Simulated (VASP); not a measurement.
# PbS (Galena) (Fm-3m) in VASP: further runs

The runs below take PbS (Galena) through single point, relaxation of cell and atoms, with PBEsol.

Everything below comes from runs of VASP 6.6.1. Logs are shortened: lines on timing, memory, paths and dates and some standing lists are left out, and cuts for length are marked.

## Step 1: The cell of the first run

The structure is cubic, space group Fm-3m (No. 225). Conventional cell: a = 5.653 Å, b = 5.653 Å, c = 5.653 Å, α = 90.00°, β = 90.00°, γ = 90.00°. Pb (site symmetry m-3m) has 6 S at 2.83 Å within 3.7 Å. S (site symmetry m-3m) has 6 Pb at 2.83 Å within 3.7 Å.

## Step 2: Single point, PBEsol

The input, INCAR:

```
PREC = Accurate
ENCUT = 520
EDIFF = 1E-6
ISMEAR = -1
SIGMA = 0.05
LREAL = False
LASPH = True
NELM = 60
ALGO = Normal
ISIF = 2
LWAVE = False
LCHARG = False
GGA = PS
NBANDS = 17
```

The input, KPOINTS:

```
Automatic mesh
0
Gamma
  8 8 8
```

The input, POSCAR:

```
PbS
1.0
    0.0000000000      2.8265799215      2.8265799215
    2.8265799215      0.0000000000      2.8265799215
    2.8265799215      2.8265799215      0.0000000000
Pb S
1 1
Direct
    0.0000000000      0.0000000000      0.0000000000
    0.5000000000      0.5000000000      0.5000000000
```

Potentials or basis: VASP PAW PBE potentials, release 64 (Pb_d, S).

The run is started by

```
> cat potpaw_PBE.64/Pb_d/POTCAR potpaw_PBE.64/S/POTCAR > POTCAR
> mpirun -np 1 vasp_std > vasp.out
```

OUTCAR:

```text
PREC = Accurate
   ENCUT = 520
   EDIFF = 1E-6
   ISMEAR = -1
   LREAL = False
   LASPH = True
   NELM = 60
   ISIF = 2
   GGA = PS

 ion  position               nearest neighbor table
   1  0.000  0.000  0.000-   2 2.83   2 2.83   2 2.83   2 2.83   2 2.83   2 2.83
   2  0.500  0.500  0.500-   1 2.83   1 2.83   1 2.83   1 2.83   1 2.83   1 2.83

  LATTYP: Found a face centered cubic cell.
 ALAT       =     5.6531598430

  Lattice vectors:

 A1 = (   0.0000000000,   2.8265799215,   2.8265799215)
 A2 = (   2.8265799215,   0.0000000000,   2.8265799215)
 A3 = (   2.8265799215,   2.8265799215,   0.0000000000)

Analysis of symmetry for initial positions (statically):
=====================================================================
 Subroutine PRICEL returns:
 Original cell was already a primitive cell.

 Routine SETGRP: Setting up the symmetry group for a
 face centered cubic supercell.

 Subroutine GETGRP returns: Found 48 space group operations
[... 9 lines left out ...]

 Routine SETGRP: Setting up the symmetry group for a
 face centered cubic supercell.

 Subroutine GETGRP returns: Found 48 space group operations
[... 11 lines left out ...]
                                     Primitive cell

  volume of cell :      45.1662

  direct lattice vectors                    reciprocal lattice vectors
     0.000000000  2.826579922  2.826579922    -0.176892221  0.176892221  0.176892221
     2.826579922  0.000000000  2.826579922     0.176892221 -0.176892221  0.176892221
     2.826579922  2.826579922  0.000000000     0.176892221  0.176892221 -0.176892221

  length of vectors
     3.997387660  3.997387660  3.997387660     0.306386314  0.306386314  0.306386314

  position of ions in fractional coordinates (direct lattice)
     0.000000000  0.000000000  0.000000000
     0.500000000  0.500000000  0.500000000

  ion indices of the primitive-cell ions
   primitive index   ion index
                 1           1
                 2           2

----------------------------------------------------------------------------------------

 KPOINTS: Automatic mesh

Automatic generation of k-mesh.
 Grid dimensions read from file:
 generate k-points for:    8    8    8

 Generating k-lattice:

  Cartesian coordinates                     Fractional coordinates (reciprocal lattice)
    -0.022111528  0.022111528  0.022111528     0.125000000  0.000000000  0.000000000
     0.022111528 -0.022111528  0.022111528     0.000000000  0.125000000  0.000000000
     0.022111528  0.022111528 -0.022111528     0.000000000  0.000000000  0.125000000

  Length of vectors
     0.038298289  0.038298289  0.038298289

  Shift w.r.t. Gamma in fractional coordinates (k-lattice)
     0.000000000  0.000000000  0.000000000

 Subroutine IBZKPT returns following result:
 ===========================================

 Found     29 irreducible k-points:

 Following reciprocal coordinates:
            Coordinates               Weight
  0.000000  0.000000  0.000000      1.000000
  0.125000  0.000000  0.000000      8.000000
  0.250000  0.000000  0.000000      8.000000
  0.375000  0.000000  0.000000      8.000000
  0.500000  0.000000  0.000000      4.000000
  0.125000  0.125000  0.000000      6.000000
[... 16 lines left out ...]
  0.500000  0.250000  0.125000     48.000000
 -0.375000  0.250000  0.125000     24.000000
 [... further k-points ...]
   k-points           NKPTS =     29   k-points in BZ     NKDIM =     29   number of bands    NBANDS=     17
   number of dos      NEDOS =    301   number of ions     NIONS =      2
   total plane-waves  NPLWV =  27000
   dimension x,y,z NGX =    30 NGY =   30 NGZ =   30
   dimension x,y,z NGXF=    60 NGYF=   60 NGZF=   60
   ions per type =               1   1
   NGX,Y,Z   is equivalent  to a cutoff of  12.48, 12.48, 12.48 a.u.
   NGXF,Y,Z  is equivalent  to a cutoff of  24.95, 24.95, 24.95 a.u.
 SYSTEM =  unknown system
   PREC   = accura    normal or accurate (medium, high low for compatibility)
   ISTART =      0    job   : 0-new  1-cont  2-samecut
   ICHARG =      2    charge: 1-file 2-atom 10-const
   ISPIN  =      1    spin polarized calculation?
   LNONCOLLINEAR =      F non collinear calculations
   LSORBIT =      F    spin-orbit coupling
   LASPH  =      T    aspherical Exc in radial PAW
   ENCUT  =  520.0 eV  38.22 Ry    6.18 a.u.   7.43  7.43  7.43*2*pi/ulx,y,z
   NELM   =     60;   NELMIN=  2; NELMDL= -5     # of ELM steps
   EDIFF  = 0.1E-05   stopping-criterion for ELM
   LREAL  =      F    real-space projection
   EDIFFG = 0.1E-04   stopping-criterion for IOM
   NSW    =      0    number of steps for IOM
   IBRION =     -1    ionic relax: 0-MD 1-quasi-New 2-CG
   NFREE  =      0    steps in history (QN), initial steepest desc. (CG)
   ISIF   =      2    stress and relaxation
   ISYM   =      2    0-nonsym 1-usesym 2-fastsym
   POTIM  = 0.5000    time-step for ionic-motion
   TEBEG  =    0.0;   TEEND  =   0.0 temperature during run
   PSTRESS=    0.0 pullay stress
   NELECT =      20.0000    total number of electrons
   NUPDOWN=      -1.0000    fix difference up-down
   EMIN   =  10.00;   EMAX   =-10.00  energy-range for DOS
   EFERMI =   0.00;   METHOD = LEGACY
   ISMEAR =    -1;   SIGMA  =   0.05  broadening in eV -4-tet -1-fermi 0-gaus
   EFERMI_NEDOS =   21; number of points for ismear=-14 and -15
   IALGO  =     38    algorithm
   IMIX   =      4    mixing-type and parameters
     AMIX     =   0.40;   BMIX     =  1.00
     AMIX_MAG =   1.60;   BMIX_MAG =  1.00
  volume/ion in A,a.u.               =      22.58       152.40
  Fermi-wavevector in a.u.,A,eV,Ry     =   1.247805  2.358010 21.184524  1.557019
  Thomas-Fermi vector in A             =   2.381921
   LORBIT       =      0    0 simple, 1 ext, 2 COOP (PROOUT), +10 PAW based schemes
   GGA     = PS    functional components
   LHFCALC =     F    Hartree Fock is set to
   AEXX    =    0.0000 exact exchange contribution
   IVDW    =     0    specifies the selected vdW correction
   LEPSILON=     F    determine dielectric tensor
   LRPA    =     F    only Hartree local field effects (RPA)
 non-spin polarized calculation
  energy-cutoff  :      520.00
  volume of cell :       45.17
 maximum number of plane-waves:      1243
 NGX is ok and might be reduce to    30
   NGX = 15   NGY = 15   NGZ = 15

 number of electron      20.0000005 magnetization

 Free energy of the ion-electron system (eV)
  ---------------------------------------------------
  ext. energy  EPLUGINS =         0.00000000
  ---------------------------------------------------
  free energy    TOTEN  =        -9.28302939 eV

  energy without entropy =       -9.28288318  energy(sigma->0) =       -9.28295628

 E-fermi :   7.7627     XC(G=0): -10.5817

 val. band max:        7.5647622710   @ k =   0.5000   0.0000   0.0000
 cond. band min:       7.9607454789   @ k =   0.5000   0.0000   0.0000
 fundamental gap:      0.3959832079
 Fermi energy:         7.7626845215

 k-point     1 :       0.0000    0.0000    0.0000
  band No.  band energies     occupation
      1      -9.3377      2.00000
      2      -9.3377      2.00000
      3      -9.3377      2.00000
      4      -9.3305      2.00000
      5      -9.3305      2.00000
      6      -7.3135      2.00000
[... 9 lines left out ...]
     16      13.9738      0.00000
     17      15.6796      0.00000

 k-point     2 :       0.1250    0.0000    0.0000
  band No.  band energies     occupation
      1      -9.3410      2.00000
      2      -9.3410      2.00000
      3      -9.3373      2.00000
      4      -9.3242      2.00000
      5      -9.3242      2.00000
      6      -7.1461      2.00000
[... 9 lines left out ...]
     16      14.4322      0.00000
     17      17.1733      0.00000

 k-point     3 :       0.2500    0.0000    0.0000
  band No.  band energies     occupation
      1      -9.3617      2.00000
      2      -9.3617      2.00000
      3      -9.3379      2.00000
      4      -9.2961      2.00000
      5      -9.2961      2.00000
      6      -6.6716      2.00000
[... 9 lines left out ...]
     16      15.3284      0.00000
     17      19.7540      0.00000

 k-point     4 :       0.3750    0.0000    0.0000
  band No.  band energies     occupation
      1      -9.3826      2.00000
      2      -9.3826      2.00000
      3      -9.3399      2.00000
      4      -9.2674      2.00000
      5      -9.2674      2.00000
      6      -6.0248      2.00000
[... 9 lines left out ...]
     16      16.6073      0.00000
     17      20.0450      0.00000

 k-point     5 :       0.5000    0.0000    0.0000
  band No.  band energies     occupation
      1      -9.3912      2.00000
      2      -9.3912      2.00000
      3      -9.3410      2.00000
      4      -9.2555      2.00000
      5      -9.2555      2.00000
      6      -5.6490      2.00000
[... 9 lines left out ...]
     16      17.5332      0.00000
     17      18.5303      0.00000

 k-point     6 :       0.1250    0.1250    0.0000
  band No.  band energies     occupation
      1      -9.3571      2.00000
      2      -9.3448      2.00000
      3      -9.3239      2.00000
      4      -9.3228      2.00000
      5      -9.3228      2.00000
      6      -7.0830      2.00000
[... 9 lines left out ...]
     16      15.5206      0.00000
     17      16.9419      0.00000
[... 281 lines left out ...]
 k-point    21 :       0.5000    0.5000    0.0000
  band No.  band energies     occupation
      1      -9.6633      2.00000
      2      -9.3864      2.00000
      3      -9.2851      2.00000
      4      -9.2296      2.00000
      5      -9.2296      2.00000
      6      -4.8714      2.00000
[... 9 lines left out ...]
     16      19.8633      0.00000
     17      19.8633      0.00000

 k-point    22 :       0.3750    0.2500    0.1250
  band No.  band energies     occupation
      1      -9.4368      2.00000
      2      -9.3466      2.00000
      3      -9.3391      2.00000
      4      -9.2867      2.00000
      5      -9.2778      2.00000
      6      -6.2162      2.00000
[... 9 lines left out ...]
     16      17.5650      0.00000
     17      18.0449      0.00000

 k-point    23 :       0.5000    0.2500    0.1250
  band No.  band energies     occupation
      1      -9.4695      2.00000
      2      -9.3541      2.00000
      3      -9.3319      2.00000
      4      -9.2823      2.00000
      5      -9.2605      2.00000
      6      -5.6004      2.00000
[... 9 lines left out ...]
     16      18.0314      0.00000
     17      19.2147      0.00000

 k-point    24 :      -0.3750    0.2500    0.1250
  band No.  band energies     occupation
      1      -9.4811      2.00000
      2      -9.3616      2.00000
      3      -9.3180      2.00000
      4      -9.2903      2.00000
      5      -9.2510      2.00000
      6      -5.2650      2.00000
[... 9 lines left out ...]
     16      18.5794      0.00000
     17      18.9754      0.00000

 [... further k-points ...]

------------------------ aborting loop because EDIFF is reached ----------------------------------------

  FORCE on cell =-STRESS in cart. coord.  units (eV):
  Direction    XX          YY          ZZ          XY          YZ          ZX
  --------------------------------------------------------------------------------------
  -------------------------------------------------------------------------------------
  Total        2.8051422      2.8051422      2.8051422      0.0000000      0.0000000      0.0000000
  in kB       99.5065466     99.5065466     99.5065466      0.0000000      0.0000000      0.0000000
  external PRESSURE =      99.5065466 kB  Pullay stress =       0.0000000 kB

 VOLUME and BASIS-vectors are now :
 -----------------------------------------------------------------------------
  energy-cutoff  :      520.00
  volume of cell :       45.17
      direct lattice vectors                 reciprocal lattice vectors
     0.000000000  2.826579922  2.826579922    -0.176892221  0.176892221  0.176892221
     2.826579922  0.000000000  2.826579922     0.176892221 -0.176892221  0.176892221
     2.826579922  2.826579922  0.000000000     0.176892221  0.176892221 -0.176892221

 POSITION                                       TOTAL-FORCE (eV/Angst)
 -----------------------------------------------------------------------------------
      0.00000      0.00000      0.00000         0.000000      0.000000      0.000000
      2.82658      2.82658      2.82658        -0.000000      0.000000     -0.000000
 -----------------------------------------------------------------------------------
    total drift:                               -0.000000      0.000000      0.000000

  FREE ENERGIE OF THE ION-ELECTRON SYSTEM (eV)
  ---------------------------------------------------
  free  energy   TOTEN  =        -9.2830293892 eV

  energy  without entropy=       -9.2828831793  energy(sigma->0) =       -9.28295628
```

It took 27 s on 1 thread of Intel Xeon 6975P-C, shared host; peak memory 0.18 GiB.

What came out:

```yaml
Free_energy: -9.2830 eV
Pressure: 10.0 GPa
Band_gap_on_the_k_mesh: 0.40 eV, direct
```

Caveat: the PAW data sets were made with another functional, which shifts forces and pressure a little; spin-orbit coupling is left out, which moves the levels of the heavy elements. A k mesh can miss the band edges.

## Step 3: Single point, PBEsol

This run uses another cell than the first one, of 23.90 Å³/atom, 1.058 times its volume.

The input, INCAR:

```
PREC = Accurate
ENCUT = 520
EDIFF = 1E-6
ISMEAR = -1
SIGMA = 0.05
LREAL = F
LASPH = T
NELM = 80
ALGO = Normal
ISIF = 2
LWAVE = F
LCHARG = F
GGA = PS
NBANDS = 17
```

The input, KPOINTS:

```
regular mesh
0
Gamma
  8 8 8
```

The input, POSCAR:

```
PbS
1.0
    0.0000000000      2.8804116777      2.8804116777
    2.8804116777      0.0000000000      2.8804116777
    2.8804116777      2.8804116777      0.0000000000
Pb S
1 1
Direct
    0.0000000000      0.0000000000      0.0000000000
    0.5000000000      0.5000000000      0.5000000000
```

Potentials or basis: VASP PAW PBE potentials, release 64 (Pb_d, S).

The run is started by

```
> cat potpaw_PBE.64/Pb_d/POTCAR potpaw_PBE.64/S/POTCAR > POTCAR
> mpirun -np 1 vasp_std > vasp.out
```

OUTCAR:

```text
PREC = Accurate
   ENCUT = 520
   EDIFF = 1E-6
   ISMEAR = -1
   LREAL = F
   LASPH = T
   NELM = 80
   ISIF = 2
   GGA = PS

 ion  position               nearest neighbor table
   1  0.000  0.000  0.000-   2 2.88   2 2.88   2 2.88   2 2.88   2 2.88   2 2.88
   2  0.500  0.500  0.500-   1 2.88   1 2.88   1 2.88   1 2.88   1 2.88   1 2.88

  LATTYP: Found a face centered cubic cell.
 ALAT       =     5.7608233554

  Lattice vectors:

 A1 = (   0.0000000000,   2.8804116777,   2.8804116777)
[... 664 lines left out ...]

------------------------ aborting loop because EDIFF is reached ----------------------------------------

  FORCE on cell =-STRESS in cart. coord.  units (eV):
  Direction    XX          YY          ZZ          XY          YZ          ZX
  --------------------------------------------------------------------------------------
  -------------------------------------------------------------------------------------
  Total        1.4629471      1.4629471      1.4629471      0.0000000     -0.0000000      0.0000000
  in kB       49.0394415     49.0394415     49.0394415      0.0000000     -0.0000000      0.0000000
  external PRESSURE =      49.0394415 kB  Pullay stress =       0.0000000 kB

 VOLUME and BASIS-vectors are now :
 -----------------------------------------------------------------------------
  energy-cutoff  :      520.00
  volume of cell :       47.80
      direct lattice vectors                 reciprocal lattice vectors
     0.000000000  2.880411678  2.880411678    -0.173586298  0.173586298  0.173586298
     2.880411678  0.000000000  2.880411678     0.173586298 -0.173586298  0.173586298
     2.880411678  2.880411678  0.000000000     0.173586298  0.173586298 -0.173586298

 POSITION                                       TOTAL-FORCE (eV/Angst)
 -----------------------------------------------------------------------------------
      0.00000      0.00000      0.00000        -0.000000      0.000000     -0.000000
      2.88041      2.88041      2.88041         0.000000      0.000000      0.000000
 -----------------------------------------------------------------------------------
    total drift:                               -0.000000      0.000000      0.000000

  FREE ENERGIE OF THE ION-ELECTRON SYSTEM (eV)
  ---------------------------------------------------
  free  energy   TOTEN  =        -9.4044013321 eV

  energy  without entropy=       -9.4035260109  energy(sigma->0) =       -9.40396367
```

OSZICAR:

```text
N       E                     dE             d eps       ncg     rms          rms(c)
DAV:   1     0.161393652440E+03    0.16139E+03   -0.98689E+03   986   0.127E+03
DAV:   2     0.231968031902E+01   -0.15907E+03   -0.15295E+03  1060   0.322E+02
DAV:   3    -0.944000869581E+01   -0.11760E+02   -0.11635E+02  1299   0.921E+01
DAV:   4    -0.974159223821E+01   -0.30158E+00   -0.30126E+00  1249   0.155E+01
DAV:   5    -0.975158614713E+01   -0.99939E-02   -0.99932E-02  1403   0.279E+00    0.528E+00
DAV:   6    -0.940966468233E+01    0.34192E+00   -0.92574E-01  1591   0.753E+00    0.362E+00
DAV:   7    -0.940481800359E+01    0.48467E-02   -0.10242E-01  1253   0.174E+00    0.179E+00
DAV:   8    -0.940446901118E+01    0.34899E-03   -0.88017E-03  1242   0.101E+00    0.934E-02
DAV:   9    -0.940435635530E+01    0.11266E-03   -0.11550E-03  1575   0.297E-01    0.853E-02
DAV:  10    -0.940440294172E+01   -0.46586E-04   -0.13196E-04  1116   0.821E-02    0.344E-02
DAV:  11    -0.940440116541E+01    0.17763E-05   -0.24924E-05  1509   0.564E-02    0.136E-02
DAV:  12    -0.940440133215E+01   -0.16673E-06   -0.16944E-06  1082   0.129E-02
   1 F= -.94044013E+01 E0= -.94039637E+01  d E =-.875321E-03
```

stdout:

```text
POSCAR found type information on POSCAR PbS
 POSCAR found :  2 types and       2 ions
 scaLAPACK will be used
 -----------------------------------------------------------------------------
|                                                                             |
|                                                                             |
|     You enforced a specific xc type in the INCAR file but a different       |
|     I HOPE YOU KNOW WHAT YOU ARE DOING!                                     |
|                                                                             |
 -----------------------------------------------------------------------------

 LDA part: xc-table for (Slater+PW92), standard interpolation
 POSCAR, INCAR and KPOINTS ok, starting setup
 FFT: planning ... GRIDC
 FFT: planning ... GRID_SOFT
 FFT: planning ... GRID
 WAVECAR not read
 entering main loop
```

Run time: 28 s. Hardware: 1 thread of Intel Xeon 6975P-C, shared host; peak memory 0.18 GiB.

Results:

```
Free energy            : -9.4044 eV
Pressure               : 4.9 GPa
Band gap on the k mesh : 0.11 eV, direct
```

Caveat: the PAW data sets were made with another functional, which shifts forces and pressure a little; spin-orbit coupling is left out, which moves the levels of the heavy elements. A k mesh can miss the band edges.

(Continued in part 2 of 2.)
